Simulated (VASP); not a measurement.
Input of a VASP 6.6.1 run:

The input INCAR:

```
PREC = Accurate
ENCUT = 520
EDIFF = 1E-6
ISMEAR = -1
SIGMA = 0.05
LREAL = False
LASPH = True
NELM = 100
ALGO = Normal
ISIF = 2
LWAVE = False
LCHARG = False
GGA = PE
NBANDS = 8
```

File KPOINTS:

```
regular mesh
0
Gamma
  16 16 16
```

File POSCAR:

```
As
1.0
   -1.2407682683      1.2407682683      1.2407682683
    1.2407682683     -1.2407682683      1.2407682683
    1.2407682683      1.2407682683     -1.2407682683
As
1
Direct
    0.0000000000      0.0000000000      0.0000000000
```

Potentials or basis: VASP PAW PBE potentials, release 64 (As).

Command:

```bash
$ cat potpaw_PBE.64/As/POTCAR > POTCAR
$ mpirun -np 1 vasp_std > vasp.out
```

(1) Estimate the pressure.

Results:

(1) 571.6 GPa.
